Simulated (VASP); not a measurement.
# FePb (F-43m) in VASP: notebook

Runs on FePb. Level: PBE. Tasks: relaxation of cell and atoms, single point.

Everything below comes from runs of VASP 6.6.1. Logs are shortened: lines on timing, memory, paths and dates and some standing lists are left out, and cuts for length are marked.

### 1 The cell of the first run

Symmetry: F-43m, No. 216, cubic system. Conventional cell: a = 5.713 Å, b = 5.713 Å, c = 5.713 Å, α = 90.00°, β = 90.00°, γ = 90.00°. Fe (site symmetry -43m) has 4 Pb at 2.47 Å within 3.3 Å. Within 3.3 Å of Pb (site symmetry -43m) lie 4 Fe at 2.47 Å.

### 2 Relaxation of cell and atoms, PBE, collinear spin, ferromagnetic start

The input, INCAR:

```
SYSTEM = FePb
  ALGO = Normal
  EDIFF = 1E-6
  EDIFFG = -0.04
  ENCUT = 600
  GGA = PE
  IBRION = 2
  ISIF = 3
  ISMEAR = 0
  ISPIN = 2
  LASPH = .True.
  LCHARG = .False.
  LMAXMIX = 4
  LORBIT = 11
  LREAL = .False.
  LWAVE = .False.
  MAGMOM = 2.62 0
  NELM = 150
  NSW = 90
  PREC = Accurate
  SIGMA = 0.1
```

The input, KPOINTS:

```
k-points
0
Gamma
  6 6 6
  0 0 0
```

The input, POSCAR:

```
FePb
1.0
    0.0000000000      2.8565206703      2.8565206703
    2.8565206703      0.0000000000      2.8565206703
    2.8565206703      2.8565206703      0.0000000000
Fe Pb
1 1
Direct
    0.0000000000      0.0000000000      0.0000000000
    0.7500000000      0.7500000000      0.7500000000
```

Potentials or basis: VASP PAW PBE potentials, release 64 (Fe, Pb_d).

Launch:

```console
$ cat potpaw_PBE.64/Fe/POTCAR potpaw_PBE.64/Pb_d/POTCAR > POTCAR
$ mpirun -np 1 vasp_std > vasp.out
```

OUTCAR:

```text
SYSTEM = FePb
   EDIFF = 1E-6
   EDIFFG = -0.04
   ENCUT = 600
   GGA = PE
   IBRION = 2
   ISIF = 3
   ISMEAR = 0
   ISPIN = 2
   LASPH = .True.
   LORBIT = 11
   LREAL = .False.
   NELM = 150
   NSW = 90
   PREC = Accurate

 ion  position               nearest neighbor table
   1  0.000  0.000  0.000-   2 2.47   2 2.47   2 2.47   2 2.47
   2  0.750  0.750  0.750-   1 2.47   1 2.47   1 2.47   1 2.47

  LATTYP: Found a face centered cubic cell.
 ALAT       =     5.7130413406

  Lattice vectors:

 A1 = (   0.0000000000,   2.8565206703,   2.8565206703)
 A2 = (   2.8565206703,   0.0000000000,   2.8565206703)
 A3 = (   2.8565206703,   2.8565206703,   0.0000000000)

Analysis of symmetry for initial positions (statically):
[... 5 lines left out ...]
 face centered cubic supercell.

 Subroutine GETGRP returns: Found 24 space group operations
 (whereof 24 operations were pure point group operations)
 out of a pool of 48 trial point group operations.

The static configuration has the point symmetry T_d .

Analysis of symmetry for dynamics (positions and initial velocities):
[... 5 lines left out ...]
 face centered cubic supercell.

 Subroutine GETGRP returns: Found 24 space group operations
 (whereof 24 operations were pure point group operations)
 out of a pool of 48 trial point group operations.

The dynamic configuration has the point symmetry T_d .

Analysis of structural, dynamic, and magnetic symmetry:
=====================================================================
 Subroutine PRICEL returns:
 Original cell was already a primitive cell.

 Routine SETGRP: Setting up the symmetry group for a
 face centered cubic supercell.

 Subroutine GETGRP returns: Found 24 space group operations
 (whereof 24 operations were pure point group operations)
 out of a pool of 48 trial point group operations.

The overall configuration has the point symmetry T_d .

 Subroutine INISYM returns: Found 24 space group operations
 (whereof 24 operations are pure point group operations),
 and found     1 'primitive' translations

----------------------------------------------------------------------------------------

                                     Primitive cell

  volume of cell :      46.6168

  direct lattice vectors                    reciprocal lattice vectors
     0.000000000  2.856520670  2.856520670    -0.175038117  0.175038117  0.175038117
     2.856520670  0.000000000  2.856520670     0.175038117 -0.175038117  0.175038117
     2.856520670  2.856520670  0.000000000     0.175038117  0.175038117 -0.175038117

  length of vectors
     4.039730273  4.039730273  4.039730273     0.303174912  0.303174912  0.303174912

  position of ions in fractional coordinates (direct lattice)
[... 69 lines left out ...]
   NELM   =    150;   NELMIN=  2; NELMDL= -5     # of ELM steps
   EDIFF  = 0.1E-05   stopping-criterion for ELM
   LREAL  =      F    real-space projection
   EDIFFG = -.4E-01   stopping-criterion for IOM
   NSW    =     90    number of steps for IOM
   IBRION =      2    ionic relax: 0-MD 1-quasi-New 2-CG
   NFREE  =      1    steps in history (QN), initial steepest desc. (CG)
   ISIF   =      3    stress and relaxation
   ISYM   =      2    0-nonsym 1-usesym 2-fastsym
   POTIM  = 0.5000    time-step for ionic-motion
   TEBEG  =    0.0;   TEEND  =   0.0 temperature during run
   PSTRESS=    0.0 pullay stress
   NELECT =      22.0000    total number of electrons
   NUPDOWN=      -1.0000    fix difference up-down
   EMIN   =  10.00;   EMAX   =-10.00  energy-range for DOS
   EFERMI =   0.00;   METHOD = LEGACY
   ISMEAR =     0;   SIGMA  =   0.10  broadening in eV -4-tet -1-fermi 0-gaus
   EFERMI_NEDOS =   21; number of points for ismear=-14 and -15
   IALGO  =     38    algorithm
   IMIX   =      4    mixing-type and parameters
     AMIX     =   0.40;   BMIX     =  1.00
     AMIX_MAG =   1.60;   BMIX_MAG =  1.00
  volume/ion in A,a.u.               =      23.31       157.29
  Fermi-wavevector in a.u.,A,eV,Ry     =   1.274584  2.408614 22.103529  1.624564
  Thomas-Fermi vector in A             =   2.407344
   LORBIT       =     11    0 simple, 1 ext, 2 COOP (PROOUT), +10 PAW based schemes
   GGA     = PE    functional components
   LHFCALC =     F    Hartree Fock is set to
   AEXX    =    0.0000 exact exchange contribution
   IVDW    =     0    specifies the selected vdW correction
   LEPSILON=     F    determine dielectric tensor
   LRPA    =     F    only Hartree local field effects (RPA)
 conjugate gradient relaxation of ions
 spin polarized calculation
 Gauss-broadening in eV      SIGMA  =   0.10
  energy-cutoff  :      600.00
  volume of cell :       46.62
 maximum number of plane-waves:      1588
   NGX = 17   NGY = 17   NGZ = 17

--------------------------------------- Ionic step        1  -------------------------------------------

 number of electron      21.9999997 magnetization       2.3309642

 Free energy of the ion-electron system (eV)
  ---------------------------------------------------
  ext. energy  EPLUGINS =         0.00000000
  ---------------------------------------------------
  free energy    TOTEN  =        -9.02987774 eV

  energy without entropy =       -9.00167197  energy(sigma->0) =       -9.01577486

 E-fermi :   5.5006     XC(G=0): -10.2595

 val. band max:        5.4736674880   @ k =   0.3333   0.1667   0.0000
 cond. band min:       5.5098239349   @ k =  -0.3333   0.3333   0.0000
 fundamental gap:      0.0361564469
 Fermi energy:         5.5005588696

 spin component 1

 k-point     1 :       0.0000    0.0000    0.0000
  band No.  band energies     occupation
      1     -11.2547      1.00000
      2     -11.2547      1.00000
      3     -11.2547      1.00000
      4     -11.1329      1.00000
      5     -11.1329      1.00000
      6      -5.1757      1.00000
[... 671 lines left out ...]
--------------------------------------- Ionic step        3  -------------------------------------------

 number of electron      21.9999999 magnetization      -2.8209000

 Free energy of the ion-electron system (eV)
  ---------------------------------------------------
  ext. energy  EPLUGINS =         0.00000000
  ---------------------------------------------------
  free energy    TOTEN  =        -9.48875757 eV

  energy without entropy =       -9.47680455  energy(sigma->0) =       -9.48278106

 E-fermi :   3.6280     XC(G=0):  -9.1789

 val. band max:        3.6052098523   @ k =  -0.1667   0.1667   0.0000
 cond. band min:       3.6707941522   @ k =  -0.3333   0.1667   0.0000
 fundamental gap:      0.0655842999
 Fermi energy:         3.6279585067

 spin component 1

 k-point     1 :       0.0000    0.0000    0.0000
  band No.  band energies     occupation
      1     -12.9597      1.00000
      2     -12.9597      1.00000
      3     -12.9597      1.00000
      4     -12.8880      1.00000
      5     -12.8880      1.00000
      6      -6.0428      1.00000
[... 629 lines left out ...]
  FREE ENERGIE OF THE ION-ELECTRON SYSTEM (eV)
  ---------------------------------------------------
  free  energy   TOTEN  =        -9.4887575662 eV

  energy  without entropy=       -9.4768045528  energy(sigma->0) =       -9.48278106

 reached required accuracy - stopping structural energy minimisation

 total charge

# of ion       s       p       d       tot
------------------------------------------
    1        0.433   0.238   6.166   6.838
    2        1.302   0.997   9.804  12.103
--------------------------------------------------
tot          1.736   1.235  15.970  18.940

 magnetization (x)

# of ion       s       p       d       tot
------------------------------------------
    1       -0.056  -0.013  -2.810  -2.879
    2       -0.007   0.146  -0.012   0.127
--------------------------------------------------
tot         -0.063   0.133  -2.822  -2.752
```

Run time: 3.3 min. Hardware: 1 thread of AMD EPYC 7R13, shared host; peak memory 0.19 GiB.

What came out:

```yaml
Free_energy: -9.4888 eV
Relaxed_volume: 29.39 Å³/atom
Relaxed_cell: a = 4.364 Å, b = 4.364 Å, c = 4.364 Å, α = 60.00°, β = 60.00°, γ = 60.00°
Space_group_after_relaxing_to_0.05_Å: F-43m (No. 216)
Energy_gained_by_relaxing: 229.4 meV/atom
Ionic_steps: 3
Pressure_after_relaxing: -0.1 GPa
Net_moment: -2.82 μB per cell
Site_moments: Fe -2.88; Pb +0.13 μB
Valence_electrons_inside_the_program's_atomic_spheres: Fe 6.84; Pb 12.10
```

Step by step:
```
step  energy change (eV)  largest force (eV/Å)  pressure (GPa)  volume (Å³)
   1              0.0000                0.0000           14.16        46.62
   2             -0.4397                0.0000           -1.83        61.94
   3             -0.4589                0.0000           -0.08        58.79
```

Final structure:
```xyz
2
Lattice="0.0000 3.0861 3.0861 3.0861 0.0000 3.0861 3.0861 3.0861 0.0000" Properties=species:S:1:pos:R:3 pbc="T T T"
Fe    0.0000    0.0000    0.0000
Pb    4.6292    4.6292    4.6292
```

Caveat: the volume moved by over 15 % at a fixed basis, so the end points are rough; spin-orbit coupling is left out, which moves the levels of the heavy elements.

### 3 Single point, PBE, collinear spin, ferromagnetic start

This run uses another cell than the first one, of 29.31 Å³/atom, 1.257 times its volume.

The input, INCAR:

```
PREC = Accurate ; ENCUT = 520
EDIFF = 1E-6 ; ISMEAR = 0
SIGMA = 0.1 ; LREAL = False
LASPH = True ; NELM = 150
ALGO = Normal ; ISIF = 2
LWAVE = False ; LCHARG = True
ISPIN = 2 ; MAGMOM = 3.17 0
LORBIT = 11 ; LMAXMIX = 4
GGA = PE ; LELF = True
LVHAR = True ; NBANDS = 22
```

The input, KPOINTS:

```
regular mesh
0
Gamma
  16 16 16
```

The input, POSCAR:

```
FePb
1.0
    0.0000000000      3.0831401412      3.0831401412
    3.0831401412      0.0000000000      3.0831401412
    3.0831401412      3.0831401412      0.0000000000
Fe Pb
1 1
Direct
    0.0000000000      0.0000000000      0.0000000000
    0.2500000000      0.2500000000      0.2500000000
```

Potentials or basis: VASP PAW PBE potentials, release 64 (Fe, Pb_d).

Launch:

```console
$ cat potpaw_PBE.64/Fe/POTCAR potpaw_PBE.64/Pb_d/POTCAR > POTCAR
$ mpirun -np 1 vasp_std > vasp.out
```

Wall time 11 min (1 thread of AMD EPYC 7R13, shared host); peak memory 0.39 GiB.

It converged, with:

```yaml
Free_energy: -9.4778 eV
Pressure: -0.1 GPa
Net_moment: 2.71 μB per cell
Site_moments: Fe +2.82; Pb -0.14 μB
Valence_electrons_inside_the_program's_atomic_spheres: Fe 6.85; Pb 12.10
```

Levels at points of the mesh, in eV from the Fermi level:
Spin up:
```
           k point  band 9  band 10  band 11  band 12  band 13  band 14  band 15  band 16
(0.00, 0.00, 0.00)   -2.92    -2.83    -2.83     3.75     3.92     3.92     3.92     6.18
(0.50, 0.00, 0.00)   -3.04    -2.57    -2.57    -2.18     2.23     2.23     4.21     6.84
(0.50, 0.50, 0.00)   -2.48    -2.48    -2.28    -2.12     0.12     0.12     3.57     4.36
```
Spin down:
```tsv
k point	band 6	band 7	band 8	band 9	band 10	band 11	band 12	band 13	band 14	band 15
(0.00, 0.00, 0.00)	-9.73	-1.22	-1.22	-1.22	0.40	0.41	4.04	4.40	4.40	4.40
(0.50, 0.00, 0.00)	-8.54	-3.29	-1.00	-1.00	-0.08	0.29	0.29	2.74	2.74	4.69
(0.50, 0.50, 0.00)	-8.12	-3.14	-0.72	-0.72	-0.40	0.43	0.51	0.60	0.60	4.04
```

Caveat: spin-orbit coupling is left out, which moves the levels of the heavy elements.
